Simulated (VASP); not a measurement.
# Cr in VASP: a series of runs

Runs on Cr. Level: LDA. Tasks: single point.

Everything below comes from runs of VASP 6.6.1. Logs are shortened: lines on timing, memory, paths and dates and some standing lists are left out, and cuts for length are marked.

## 1. The cell of the first run

The typed cell holds 2 atoms: a = 2.599 Å, b = 2.599 Å, c = 3.989 Å, α = 97.13°, β = 97.13°, γ = 128.24°.

## 2. Single point, LDA, collinear spin, antiferromagnetic start (10.14 Å³/atom)

The input, INCAR:

```
  PREC = Accurate
  ENCUT = 520
  EDIFF = 1E-7
  ISMEAR = -1
  SIGMA = 0.05
  LREAL = F
  LASPH = T
  NELM = 150
  ALGO = Normal
  ISIF = 2
  LWAVE = F
  LCHARG = F
  ISPIN = 2
  MAGMOM = 1.5 -1.5
  LORBIT = 11
  LMAXMIX = 4
  GGA = CA
  NBANDS = 23
```

The input, KPOINTS:

```
Automatic mesh
0
Gamma
  17 17 9
```

The input, POSCAR:

```
Cr
1.0
   -1.6534134267      1.6533457962      1.1344012405
    1.6533457962     -1.6534134267      1.1344012405
    2.7042137815      2.7042137815     -1.1345251057
Cr
2
Direct
    0.9999881537      0.0000118463      1.0000000000
    0.7500118463      0.2499881537      0.5000000000
```

Potentials or basis: VASP PAW LDA potentials, release 64 (Cr_pv).

Started as:

```sh
$ cat potpaw_LDA.64/Cr_pv/POTCAR > POTCAR
$ mpirun -np 1 vasp_std > vasp.out
```

OUTCAR:

```text
PREC = Accurate
   ENCUT = 520
   EDIFF = 1E-7
   ISMEAR = -1
   LREAL = F
   LASPH = T
   NELM = 150
   ISIF = 2
   ISPIN = 2
   LORBIT = 11
   GGA = CA

 ion  position               nearest neighbor table
   1  1.000  0.000  0.000-   2 2.31   2 2.31   2 2.31   2 2.31   2 2.81   2 2.81   2 2.81   2 2.81

   2  0.750  0.250  0.500-   1 2.31   1 2.31   1 2.31   1 2.31   1 2.81   1 2.81   1 2.81   1 2.81

  Warning from LATTYP: Got some problem with cell dimensions!
  Tried to take original basis but could not verify dimensions!
  LATTYP: Found a base centered monoclinic cell.
 ALAT       =     2.2688024830
 B/A-ratio  =     2.0612035537
 C/A-ratio  =     1.7581562968
 COS(beta)  =    -0.2843173543

  Lattice vectors:

 A1 = (   1.6534134267,  -1.6533457962,  -1.1344012405)
 A2 = (  -1.6533457962,   1.6534134267,  -1.1344012405)
 A3 = (   2.7041461510,   2.7041461510,   1.1342773753)

Analysis of symmetry for initial positions (statically):
=====================================================================
 Subroutine PRICEL returns:
 Original cell was already a primitive cell.

 Routine SETGRP: Setting up the symmetry group for a
 base centered monoclinic supercell.

 Subroutine GETGRP returns: Found  4 space group operations
 (whereof  2 operations were pure point group operations)
 out of a pool of  4 trial point group operations.

The static configuration has the point symmetry C_2 .
 The point group associated with its full space group is C_2h.

Analysis of symmetry for dynamics (positions and initial velocities):
=====================================================================
 Subroutine PRICEL returns:
 Original cell was already a primitive cell.

 Routine SETGRP: Setting up the symmetry group for a
 base centered monoclinic supercell.

 Subroutine GETGRP returns: Found  4 space group operations
 (whereof  2 operations were pure point group operations)
 out of a pool of  4 trial point group operations.

The dynamic configuration has the point symmetry C_2 .
 The point group associated with its full space group is C_2h.

Analysis of structural, dynamic, and magnetic symmetry:
=====================================================================
 Subroutine PRICEL returns:
 Original cell was already a primitive cell.

 Routine SETGRP: Setting up the symmetry group for a
 base centered monoclinic supercell.

 Subroutine GETGRP returns: Found  4 space group operations
 (whereof  2 operations were pure point group operations)
 out of a pool of  4 trial point group operations.

The overall configuration has the point symmetry C_2 .
 The point group associated with its full space group is C_2h.

 Subroutine INISYM returns: Found  4 space group operations
 (whereof  2 operations are pure point group operations),
 and found     1 'primitive' translations

----------------------------------------------------------------------------------------

                                     Primitive cell

  volume of cell :      20.2878

  direct lattice vectors                    reciprocal lattice vectors
    -1.653413427  1.653345796  1.134401240    -0.058745882  0.243665008  0.440766666
     1.653345796 -1.653413427  1.134401240     0.243665008 -0.058745882  0.440766666
     2.704213782  2.704213782 -1.134525106     0.184898937  0.184898937  0.000011023

  length of vectors
     2.598883309  2.598883309  3.989071517     0.507049277  0.507049277  0.261486584

  position of ions in fractional coordinates (direct lattice)
     0.999988154  0.000011846  1.000000000
     0.750011846  0.249988154  0.500000000

  ion indices of the primitive-cell ions
   primitive index   ion index
                 1           1
                 2           2

----------------------------------------------------------------------------------------

 KPOINTS: Automatic mesh

Automatic generation of k-mesh.
 Grid dimensions read from file:
 generate k-points for:   17   17    9

 Generating k-lattice:

  Cartesian coordinates                     Fractional coordinates (reciprocal lattice)
    -0.003455640  0.014333236  0.025927451     0.058823529  0.000000000  0.000000000
     0.014333236 -0.003455640  0.025927451     0.000000000  0.058823529  0.000000000
     0.020544326  0.020544326  0.000001225    -0.000000000 -0.000000000  0.111111111

  Length of vectors
     0.029826428  0.029826428  0.029054065

  Shift w.r.t. Gamma in fractional coordinates (k-lattice)
     0.000000000  0.000000000  0.000000000

 Subroutine IBZKPT returns following result:
 ===========================================

 Found    693 irreducible k-points:

 Following reciprocal coordinates:
            Coordinates               Weight
  0.000000  0.000000  0.000000      1.000000
  0.058824 -0.000000  0.000000      4.000000
  0.117647 -0.000000  0.000000      4.000000
  0.176471  0.000000 -0.000000      4.000000
  0.235294 -0.000000  0.000000      4.000000
  0.294118  0.000000 -0.000000      4.000000
[... 16 lines left out ...]
 -0.176471  0.058824  0.000000      4.000000
 -0.117647  0.058824 -0.000000      4.000000
 [... further k-points ...]
   k-points           NKPTS =    693   k-points in BZ     NKDIM =    693   number of bands    NBANDS=     23
   number of dos      NEDOS =    301   number of ions     NIONS =      2
   total plane-waves  NPLWV =  12000
   dimension x,y,z NGX =    20 NGY =   20 NGZ =   30
   dimension x,y,z NGXF=    40 NGYF=   40 NGZF=   60
   ions per type =               2
   NGX,Y,Z   is equivalent  to a cutoff of  12.79, 12.79, 12.50 a.u.
   NGXF,Y,Z  is equivalent  to a cutoff of  25.59, 25.59, 25.01 a.u.
 SYSTEM =  unknown system
   PREC   = accura    normal or accurate (medium, high low for compatibility)
   ISTART =      0    job   : 0-new  1-cont  2-samecut
   ICHARG =      2    charge: 1-file 2-atom 10-const
   ISPIN  =      2    spin polarized calculation?
   LNONCOLLINEAR =      F non collinear calculations
   LSORBIT =      F    spin-orbit coupling
   LASPH  =      T    aspherical Exc in radial PAW
   ENCUT  =  520.0 eV  38.22 Ry    6.18 a.u.   4.83  4.83  7.42*2*pi/ulx,y,z
   NELM   =    150;   NELMIN=  2; NELMDL= -5     # of ELM steps
   EDIFF  = 0.1E-06   stopping-criterion for ELM
   LREAL  =      F    real-space projection
   EDIFFG = 0.1E-05   stopping-criterion for IOM
   NSW    =      0    number of steps for IOM
   IBRION =     -1    ionic relax: 0-MD 1-quasi-New 2-CG
   NFREE  =      0    steps in history (QN), initial steepest desc. (CG)
   ISIF   =      2    stress and relaxation
   ISYM   =      2    0-nonsym 1-usesym 2-fastsym
   POTIM  = 0.5000    time-step for ionic-motion
   TEBEG  =    0.0;   TEEND  =   0.0 temperature during run
   PSTRESS=    0.0 pullay stress
   NELECT =      24.0000    total number of electrons
   NUPDOWN=      -1.0000    fix difference up-down
   EMIN   =  10.00;   EMAX   =-10.00  energy-range for DOS
   EFERMI =   0.00;   METHOD = LEGACY
   ISMEAR =    -1;   SIGMA  =   0.05  broadening in eV -4-tet -1-fermi 0-gaus
   EFERMI_NEDOS =   21; number of points for ismear=-14 and -15
   IALGO  =     38    algorithm
   IMIX   =      4    mixing-type and parameters
     AMIX     =   0.40;   BMIX     =  1.00
     AMIX_MAG =   1.60;   BMIX_MAG =  1.00
  volume/ion in A,a.u.               =      10.14        68.45
  Fermi-wavevector in a.u.,A,eV,Ry     =   1.731411  3.271893 40.787351  2.997786
  Thomas-Fermi vector in A             =   2.805783
   LORBIT       =     11    0 simple, 1 ext, 2 COOP (PROOUT), +10 PAW based schemes
   GGA     = CA    functional components
   LHFCALC =     F    Hartree Fock is set to
   AEXX    =    0.0000 exact exchange contribution
   IVDW    =     0    specifies the selected vdW correction
   LEPSILON=     F    determine dielectric tensor
   LRPA    =     F    only Hartree local field effects (RPA)
 spin polarized calculation
  energy-cutoff  :      520.00
  volume of cell :       20.29
 maximum number of plane-waves:       562
   NGX =  9   NGY =  9   NGZ = 15

 number of electron      24.0000004 magnetization      -0.0000000

 number of electron      24.0000004 magnetization       0.0000000

 Free energy of the ion-electron system (eV)
  ---------------------------------------------------
  ext. energy  EPLUGINS =         0.00000000
  ---------------------------------------------------
  free energy    TOTEN  =       -20.72185612 eV

  energy without entropy =      -20.70931794  energy(sigma->0) =      -20.71558703

 E-fermi :  12.6250     XC(G=0): -14.7552

 val. band max:       12.6226116143   @ k =   0.1765   0.1176   0.0000
 cond. band min:      12.6294322464   @ k =  -0.4706  -0.0000   0.1111
 fundamental gap:      0.0068206321
 Fermi energy:        12.6250130875

 spin component 1

 k-point     1 :       0.0000    0.0000    0.0000
  band No.  band energies     occupation
      1     -30.7658      1.00000
      2     -29.8036      1.00000
      3     -29.3929      1.00000
      4     -29.2253      1.00000
      5     -29.2186      1.00000
      6     -29.1530      1.00000
[... 15 lines left out ...]
     22      30.1328      0.00000
     23      34.8794      0.00000
[... 575 lines left out ...]
      1     -30.7180      1.00000
      2     -29.8446      1.00000
      3     -29.4590      1.00000
      4     -29.2951      1.00000
      5     -29.2698      1.00000
      6     -29.1594      1.00000
[... 15 lines left out ...]
     22      29.5601      0.00000
     23      34.5699      0.00000

 [... further k-points ...]

 spin component 2

 k-point     1 :       0.0000    0.0000    0.0000
  band No.  band energies     occupation
      1     -30.7658      1.00000
      2     -29.8036      1.00000
      3     -29.3929      1.00000
      4     -29.2253      1.00000
      5     -29.2186      1.00000
      6     -29.1530      1.00000
[... 15 lines left out ...]
     22      30.1328      0.00000
     23      34.8794      0.00000
[... 575 lines left out ...]
      1     -30.7180      1.00000
      2     -29.8446      1.00000
      3     -29.4590      1.00000
      4     -29.2951      1.00000
      5     -29.2698      1.00000
      6     -29.1594      1.00000
[... 15 lines left out ...]
     22      29.5601      0.00000
     23      34.5699      0.00000

 [... further k-points ...]

------------------------ aborting loop because EDIFF is reached ----------------------------------------

  FORCE on cell =-STRESS in cart. coord.  units (eV):
  Direction    XX          YY          ZZ          XY          YZ          ZX
  --------------------------------------------------------------------------------------
  -------------------------------------------------------------------------------------
  Total        3.6216660      3.6216660      3.5955897      0.1008580      0.0045415      0.0045415
  in kB      286.0119165    286.0119165    283.9526044      7.9650071      0.3586547      0.3586513
  external PRESSURE =     285.3254792 kB  Pullay stress =       0.0000000 kB

 VOLUME and BASIS-vectors are now :
 -----------------------------------------------------------------------------
  energy-cutoff  :      520.00
  volume of cell :       20.29
      direct lattice vectors                 reciprocal lattice vectors
    -1.653413427  1.653345796  1.134401240    -0.058745882  0.243665008  0.440766666
     1.653345796 -1.653413427  1.134401240     0.243665008 -0.058745882  0.440766666
     2.704213782  2.704213782 -1.134525106     0.184898937  0.184898937  0.000011023

 POSITION                                       TOTAL-FORCE (eV/Angst)
 -----------------------------------------------------------------------------------
     -1.65337      1.65331      1.13440         0.001399     -0.001399      0.000000
      0.52534      2.17880      0.56714        -0.001399      0.001399     -0.000000
 -----------------------------------------------------------------------------------
    total drift:                               -0.000000      0.000000     -0.000000

  FREE ENERGIE OF THE ION-ELECTRON SYSTEM (eV)
  ---------------------------------------------------
  free  energy   TOTEN  =       -20.7218561216 eV

  energy  without entropy=      -20.7093179446  energy(sigma->0) =      -20.71558703

 total charge

# of ion       s       p       d       tot
------------------------------------------
    1        0.476   6.473   4.466  11.414
    2        0.476   6.473   4.466  11.414
--------------------------------------------------
tot          0.951  12.945   8.931  22.828

 magnetization (x)

# of ion       s       p       d       tot
------------------------------------------
    1        0.000   0.000   0.000   0.000
    2       -0.000  -0.000  -0.000  -0.000
--------------------------------------------------
tot          0.000   0.000   0.000   0.000
```

It took 5.7 min on 1 thread of Intel Xeon 6975P-C (Granite Rapids), shared host; peak memory 0.49 GiB.

Results:

```
Free energy                                           : -20.7219 eV
Pressure                                              : 28.5 GPa
Band gap on the k mesh                                : zero (filled and empty bands overlap)
Net moment                                            : 0.00 μB per cell
Valence electrons inside the program's atomic spheres : Cr 11.41
```

Caveat: the cell stands under pressure; an empty level that is flat over the whole mesh can mark a ghost state of the potentials, or a narrow d or f band.

## 3. Single point, LDA, collinear spin, antiferromagnetic start (10.58 Å³/atom)

This run uses another cell than the first one, of 10.58 Å³/atom.

The input, INCAR:

```
SYSTEM = Cr
  PREC = Accurate
  ENCUT = 520
  EDIFF = 1E-6
  ISMEAR = -1
  SIGMA = 0.05
  LREAL = .FALSE.
  LASPH = .TRUE.
  NELM = 150
  ALGO = Normal
  ISIF = 2
  LWAVE = .FALSE.
  LCHARG = .FALSE.
  ISPIN = 2
  MAGMOM = 1.5 -1.5
  LORBIT = 11
  LMAXMIX = 4
  NBANDS = 23
```

The input, KPOINTS:

```
Automatic mesh
0
G
  17 17 9
  0 0 0
```

The input, POSCAR:

```
Cr
1.0
   -1.6770368101      1.6769682134      1.1506091623
    1.6769682134     -1.6770368101      1.1506091623
    2.7428506270      2.7428506270     -1.1507347973
Cr
2
Direct
    0.9999881537      0.0000118463      1.0000000000
    0.7500118463      0.2499881537      0.5000000000
```

Potentials or basis: VASP PAW LDA potentials, release 64 (Cr_pv).

Started as:

```sh
$ cat potpaw_LDA.64/Cr_pv/POTCAR > POTCAR
$ mpirun -np 1 vasp_std > vasp.out
```

Run time: 15 min. Hardware: 1 thread of Oxide Virtual Turin-like, shared host; peak memory 0.46 GiB.

The run converged. Its results:

```yaml
Free_energy: -20.8347 eV
Pressure: 12.8 GPa
Band_gap_on_the_k_mesh: zero (filled and empty bands overlap)
Net_moment: 0.00 μB per cell
Valence_electrons_inside_the_program's_atomic_spheres: Cr 11.30
```

Forces on the atoms (eV/Å):
```
Cr   0.001 -0.001  0.000
Cr  -0.001  0.001  0.000
```

Stress tensor (GPa, compression positive):
```
12.77  0.44  0.02
 0.44 12.77  0.02
 0.02  0.02 12.83
```

Levels at points of the mesh, in eV from the Fermi level:
Spin up:
```
           k point  band 9  band 10  band 11  band 12  band 13  band 14  band 15  band 16
(0.00, 0.00, 0.00)   -2.01    -1.78    -0.92     0.44     0.80     0.82     1.71     1.75
```
Spin down:
| k point | band 9 | band 10 | band 11 | band 12 | band 13 | band 14 | band 15 | band 16 |
| --- | --- | --- | --- | --- | --- | --- | --- | --- |
| (0.00, 0.00, 0.00) | -2.01 | -1.78 | -0.92 | 0.44 | 0.80 | 0.82 | 1.71 | 1.75 |

Caveat: the cell stands under pressure; an empty level that is flat over the whole mesh can mark a ghost state of the potentials, or a narrow d or f band.
